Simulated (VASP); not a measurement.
# Lu (P6_3/mmc) in VASP: a series of runs

Runs on Lu. Level: PBE. Tasks: single point.

All numbers are computed with VASP 6.6.1; they aren't measurements. Logs are shortened: lines on timing, memory, paths and dates and some standing lists are left out, and cuts for length are marked.

## (1) The cell of the first run

It takes space group P6_3/mmc (No. 194, hexagonal). Conventional cell: a = 3.278 Å, b = 3.278 Å, c = 5.117 Å, α = 90.00°, β = 90.00°, γ = 120.00°. Lu (site symmetry -6m2) has 12 Lu at 3.18 to 3.28 Å within 4.2 Å.

## (2) Single point, PBE

INCAR

```
PREC     = Accurate       # precision mode
ENCUT    = 520            # plane-wave cutoff, eV
EDIFF    = 1E-7           # SCF threshold, eV
ISMEAR   = -1             # smearing method
SIGMA    = 0.08           # smearing width, eV
LREAL    = F              # projectors in reciprocal space
LASPH    = T              # aspherical terms in the spheres
NELM     = 80             # most SCF steps
ALGO     = Normal         # electronic algorithm
ISIF     = 2              # what is computed and relaxed
LWAVE    = F              # write WAVECAR
LCHARG   = F              # write CHGCAR
GGA      = PE             # functional
NBANDS   = 32             # bands
```

KPOINTS

```
Automatic mesh
0
Gamma
  14 14 8
```

POSCAR

```
Lu
1.0
    3.2775905400      0.0000000000      0.0000000000
   -1.6387952700      2.8384766708      0.0000000000
    0.0000000000      0.0000000000      5.1174205517
Lu
2
Direct
    0.3333333333      0.6666666667      0.2500000000
    0.6666666667      0.3333333333      0.7500000000
```

Potentials or basis: VASP PAW PBE potentials, release 64 (Lu).

Run with:

```bash
> cat potpaw_PBE.64/Lu/POTCAR > POTCAR
> mpirun -np 1 vasp_std > vasp.out
```

OUTCAR:

```text
PREC = Accurate
   ENCUT = 520
   EDIFF = 1E-7
   ISMEAR = -1
   LREAL = F
   LASPH = T
   NELM = 80
   ISIF = 2
   GGA = PE

 ion  position               nearest neighbor table
   1  0.333  0.667  0.250-   2 3.18   2 3.18   2 3.18   2 3.18   2 3.18   2 3.18
   2  0.667  0.333  0.750-   1 3.18   1 3.18   1 3.18   1 3.18   1 3.18   1 3.18

  LATTYP: Found a hexagonal cell.
 ALAT       =     3.2775905400
 C/A-ratio  =     1.5613361368

  Lattice vectors:

 A1 = (   3.2775905400,   0.0000000000,   0.0000000000)
 A2 = (  -1.6387952700,   2.8384766708,   0.0000000000)
 A3 = (   0.0000000000,   0.0000000000,   5.1174205517)

Analysis of symmetry for initial positions (statically):
=====================================================================
 Subroutine PRICEL returns:
 Original cell was already a primitive cell.

 Routine SETGRP: Setting up the symmetry group for a
 hexagonal supercell.

 Subroutine GETGRP returns: Found 24 space group operations
 (whereof 12 operations were pure point group operations)
 out of a pool of 24 trial point group operations.

The static configuration has the point symmetry D_3d.
 The point group associated with its full space group is D_6h.

Analysis of symmetry for dynamics (positions and initial velocities):
=====================================================================
 Subroutine PRICEL returns:
 Original cell was already a primitive cell.

 Routine SETGRP: Setting up the symmetry group for a
 hexagonal supercell.

 Subroutine GETGRP returns: Found 24 space group operations
 (whereof 12 operations were pure point group operations)
 out of a pool of 24 trial point group operations.

The dynamic configuration has the point symmetry D_3d.
 The point group associated with its full space group is D_6h.

 Subroutine INISYM returns: Found 24 space group operations
 (whereof 12 operations are pure point group operations),
 and found     1 'primitive' translations

----------------------------------------------------------------------------------------

                                     Primitive cell

  volume of cell :      47.6092

  direct lattice vectors                    reciprocal lattice vectors
     3.277590540  0.000000000  0.000000000     0.305102174  0.176150822  0.000000000
    -1.638795270  2.838476671  0.000000000     0.000000000  0.352301645  0.000000000
     0.000000000  0.000000000  5.117420552     0.000000000  0.000000000  0.195410948

  length of vectors
     3.277590540  3.277590540  5.117420552     0.352301645  0.352301645  0.195410948

  position of ions in fractional coordinates (direct lattice)
     0.333333333  0.666666667  0.250000000
     0.666666667  0.333333333  0.750000000

  ion indices of the primitive-cell ions
   primitive index   ion index
                 1           1
                 2           2

----------------------------------------------------------------------------------------

 KPOINTS: Automatic mesh

Automatic generation of k-mesh.
 Grid dimensions read from file:
 generate k-points for:   14   14    8

 Generating k-lattice:

  Cartesian coordinates                     Fractional coordinates (reciprocal lattice)
     0.021793012  0.012582202  0.000000000     0.071428571  0.000000000  0.000000000
     0.000000000  0.025164403  0.000000000     0.000000000  0.071428571  0.000000000
     0.000000000  0.000000000  0.024426368     0.000000000  0.000000000  0.125000000

  Length of vectors
     0.025164403  0.025164403  0.024426368

  Shift w.r.t. Gamma in fractional coordinates (k-lattice)
     0.000000000  0.000000000  0.000000000

 Subroutine IBZKPT returns following result:
 ===========================================

 Found    120 irreducible k-points:

 Following reciprocal coordinates:
            Coordinates               Weight
  0.000000  0.000000  0.000000      1.000000
  0.071429  0.000000  0.000000      6.000000
  0.142857  0.000000  0.000000      6.000000
  0.214286  0.000000  0.000000      6.000000
  0.285714  0.000000  0.000000      6.000000
  0.357143  0.000000  0.000000      6.000000
[... 16 lines left out ...]
  0.285714  0.285714  0.000000      6.000000
  0.357143  0.285714  0.000000      6.000000
 [... further k-points ...]
   k-points           NKPTS =    120   k-points in BZ     NKDIM =    120   number of bands    NBANDS=     32
   number of dos      NEDOS =    301   number of ions     NIONS =      2
   total plane-waves  NPLWV =  23040
   dimension x,y,z NGX =    24 NGY =   24 NGZ =   40
   dimension x,y,z NGXF=    48 NGYF=   48 NGZF=   80
   ions per type =               2
   NGX,Y,Z   is equivalent  to a cutoff of  12.17, 12.17, 12.99 a.u.
   NGXF,Y,Z  is equivalent  to a cutoff of  24.35, 24.35, 25.99 a.u.
 SYSTEM =  unknown system
   PREC   = accura    normal or accurate (medium, high low for compatibility)
   ISTART =      0    job   : 0-new  1-cont  2-samecut
   ICHARG =      2    charge: 1-file 2-atom 10-const
   ISPIN  =      1    spin polarized calculation?
   LNONCOLLINEAR =      F non collinear calculations
   LSORBIT =      F    spin-orbit coupling
   LASPH  =      T    aspherical Exc in radial PAW
   ENCUT  =  520.0 eV  38.22 Ry    6.18 a.u.   6.09  6.09  9.52*2*pi/ulx,y,z
   NELM   =     80;   NELMIN=  2; NELMDL= -5     # of ELM steps
   EDIFF  = 0.1E-06   stopping-criterion for ELM
   LREAL  =      F    real-space projection
   EDIFFG = 0.1E-05   stopping-criterion for IOM
   NSW    =      0    number of steps for IOM
   IBRION =     -1    ionic relax: 0-MD 1-quasi-New 2-CG
   NFREE  =      0    steps in history (QN), initial steepest desc. (CG)
   ISIF   =      2    stress and relaxation
   ISYM   =      2    0-nonsym 1-usesym 2-fastsym
   POTIM  = 0.5000    time-step for ionic-motion
   TEBEG  =    0.0;   TEEND  =   0.0 temperature during run
   PSTRESS=    0.0 pullay stress
   NELECT =      50.0000    total number of electrons
   NUPDOWN=      -1.0000    fix difference up-down
   EMIN   =  10.00;   EMAX   =-10.00  energy-range for DOS
   EFERMI =   0.00;   METHOD = LEGACY
   ISMEAR =    -1;   SIGMA  =   0.08  broadening in eV -4-tet -1-fermi 0-gaus
   EFERMI_NEDOS =   21; number of points for ismear=-14 and -15
   IALGO  =     38    algorithm
   IMIX   =      4    mixing-type and parameters
     AMIX     =   0.40;   BMIX     =  1.00
     AMIX_MAG =   1.60;   BMIX_MAG =  1.00
  volume/ion in A,a.u.               =      23.80       160.64
  Fermi-wavevector in a.u.,A,eV,Ry     =   1.664055  3.144609 37.675627  2.769080
  Thomas-Fermi vector in A             =   2.750666
   LORBIT       =      0    0 simple, 1 ext, 2 COOP (PROOUT), +10 PAW based schemes
   GGA     = PE    functional components
   LHFCALC =     F    Hartree Fock is set to
   AEXX    =    0.0000 exact exchange contribution
   IVDW    =     0    specifies the selected vdW correction
   LEPSILON=     F    determine dielectric tensor
   LRPA    =     F    only Hartree local field effects (RPA)
 non-spin polarized calculation
  energy-cutoff  :      520.00
  volume of cell :       47.61
 maximum number of plane-waves:      1302
   NGX = 13   NGY = 13   NGZ = 19

 number of electron      49.9999984 magnetization

 Free energy of the ion-electron system (eV)
  ---------------------------------------------------
  ext. energy  EPLUGINS =         0.00000000
  ---------------------------------------------------
  free energy    TOTEN  =        -8.68229947 eV

  energy without entropy =       -8.62565191  energy(sigma->0) =       -8.65397569

 E-fermi :   3.0539     XC(G=0): -11.6757

 val. band max:        3.0518013195   @ k =   0.2857   0.2857   0.5000
 cond. band min:       3.0630516539   @ k =   0.1429   0.1429   0.0000
 fundamental gap:      0.0112503343
 Fermi energy:         3.0539185834

 k-point     1 :       0.0000    0.0000    0.0000
  band No.  band energies     occupation
      1     -52.7495      2.00000
      2     -52.6604      2.00000
      3     -24.0038      2.00000
      4     -23.1673      2.00000
      5     -23.1673      2.00000
      6     -23.0105      2.00000
[... 24 lines left out ...]
     31       6.9771      0.00000
     32       6.9771      0.00000

 k-point     2 :       0.0714    0.0000    0.0000
  band No.  band energies     occupation
      1     -52.7465      2.00000
      2     -52.6594      2.00000
      3     -23.9881      2.00000
      4     -23.1998      2.00000
      5     -23.1784      2.00000
      6     -23.0453      2.00000
[... 24 lines left out ...]
     31       6.7501      0.00000
     32       6.8128      0.00000

 k-point     3 :       0.1429    0.0000    0.0000
  band No.  band energies     occupation
      1     -52.7380      2.00000
      2     -52.6567      2.00000
      3     -23.9426      2.00000
      4     -23.2911      2.00000
      5     -23.2088      2.00000
      6     -23.1402      2.00000
[... 24 lines left out ...]
     31       6.7177      0.00000
     32       6.9010      0.00000

 k-point     4 :       0.2143    0.0000    0.0000
  band No.  band energies     occupation
      1     -52.7253      2.00000
      2     -52.6532      2.00000
      3     -23.8718      2.00000
      4     -23.4230      2.00000
      5     -23.2715      2.00000
      6     -23.2509      2.00000
[... 24 lines left out ...]
     31       7.2957      0.00000
     32       7.5677      0.00000

 k-point     5 :       0.2857    0.0000    0.0000
  band No.  band energies     occupation
      1     -52.7103      2.00000
      2     -52.6502      2.00000
      3     -23.7830      2.00000
      4     -23.5693      2.00000
      5     -23.4101      2.00000
      6     -23.2957      2.00000
[... 584 lines left out ...]
     31       9.3804      0.00000
     32      10.6709      0.00000

 k-point    22 :       0.3571    0.2143    0.0000
  band No.  band energies     occupation
      1     -52.6706      2.00000
      2     -52.6521      2.00000
      3     -23.7427      2.00000
      4     -23.5778      2.00000
      5     -23.4988      2.00000
      6     -23.4829      2.00000
[... 24 lines left out ...]
     31       9.6730      0.00000
     32      10.6969      0.00000

 k-point    23 :       0.2857    0.2857    0.0000
  band No.  band energies     occupation
      1     -52.6691      2.00000
      2     -52.6527      2.00000
      3     -23.7101      2.00000
      4     -23.5879      2.00000
      5     -23.4860      2.00000
      6     -23.4801      2.00000
[... 24 lines left out ...]
     31       9.2757      0.00000
     32      10.5660      0.00000

 k-point    24 :       0.3571    0.2857    0.0000
  band No.  band energies     occupation
      1     -52.6633      2.00000
      2     -52.6560      2.00000
      3     -23.7134      2.00000
      4     -23.5421      2.00000
      5     -23.5421      2.00000
      6     -23.4299      2.00000
[... 24 lines left out ...]
     31       9.6282      0.00000
     32       9.9115      0.00000

 [... further k-points ...]

------------------------ aborting loop because EDIFF is reached ----------------------------------------

  FORCE on cell =-STRESS in cart. coord.  units (eV):
  Direction    XX          YY          ZZ          XY          YZ          ZX
  --------------------------------------------------------------------------------------
  -------------------------------------------------------------------------------------
  Total        3.9584351      3.9584351      3.9637918     -0.0000000      0.0000000      0.0000000
  in kB      133.2118846    133.2118846    133.3921512     -0.0000000      0.0000000      0.0000000
  external PRESSURE =     133.2719735 kB  Pullay stress =       0.0000000 kB

 VOLUME and BASIS-vectors are now :
 -----------------------------------------------------------------------------
  energy-cutoff  :      520.00
  volume of cell :       47.61
      direct lattice vectors                 reciprocal lattice vectors
     3.277590540  0.000000000  0.000000000     0.305102174  0.176150822  0.000000000
    -1.638795270  2.838476671  0.000000000     0.000000000  0.352301645  0.000000000
     0.000000000  0.000000000  5.117420552     0.000000000  0.000000000  0.195410948

 POSITION                                       TOTAL-FORCE (eV/Angst)
 -----------------------------------------------------------------------------------
     -0.00000      1.89232      1.27936        -0.000000      0.000000      0.000000
      1.63880      0.94616      3.83807         0.000000     -0.000000      0.000000
 -----------------------------------------------------------------------------------
    total drift:                               -0.000000      0.000000     -0.000000

  FREE ENERGIE OF THE ION-ELECTRON SYSTEM (eV)
  ---------------------------------------------------
  free  energy   TOTEN  =        -8.6822994662 eV

  energy  without entropy=       -8.6256519055  energy(sigma->0) =       -8.65397569
```

Wall time 2.6 min (1 thread of Oxide Virtual Turin-like, shared host); peak memory 0.25 GiB.

Results:

```
Free energy            : -8.6823 eV
Pressure               : 13.3 GPa
Band gap on the k mesh : zero (bands 25 and 26 overlap by 2.10 eV)
```

Caveat: the cell stands under pressure; spin-orbit coupling is left out, which moves the levels of the heavy elements.

## (3) Single point, PBE

INCAR

```
SYSTEM = Lu
PREC = Accurate
ENCUT = 520
EDIFF = 1E-6
ISMEAR = -1
SIGMA = 0.08
LREAL = .FALSE.
LASPH = .TRUE.
NELM = 100
ALGO = Normal
ISIF = 2
LWAVE = .FALSE.
LCHARG = .FALSE.
GGA = PE
NBANDS = 32
```

KPOINTS

```
regular mesh
0
G
  14 14 8
  0 0 0
```

POSCAR is that of step 2.

Potentials or basis: VASP PAW PBE potentials, release 64 (Lu).

Run with:

```bash
> cat potpaw_PBE.64/Lu/POTCAR > POTCAR
> mpirun -np 1 vasp_std > vasp.out
```

Wall time 1.9 min (1 thread of Oxide Virtual Turin-like, shared host); peak memory 0.25 GiB.

Results (log left out):

* Free energy: -8.6823 eV
* Pressure: 13.1 GPa
* Band gap on the k mesh: zero (bands 25 and 26 overlap by 2.10 eV)

Levels at points of the mesh, in eV from the Fermi level:
```
           k point  band 22  band 23  band 24  band 25  band 26  band 27  band 28  band 29
(0.00, 0.00, 0.00)    -4.52    -4.52    -2.78     1.46     2.34     2.34     2.88     3.29
(0.50, 0.00, 0.00)    -4.53    -2.45    -1.81    -1.22    -0.01     1.93     2.02     2.88
(0.00, 0.00, 0.50)    -4.52    -4.50    -4.50     1.32     1.32     2.22     2.22     2.22
(0.50, 0.00, 0.50)    -4.56    -2.48    -2.48     0.09     0.09     1.98     1.98     3.88
```

Caveat: the cell stands under pressure; spin-orbit coupling is left out, which moves the levels of the heavy elements.
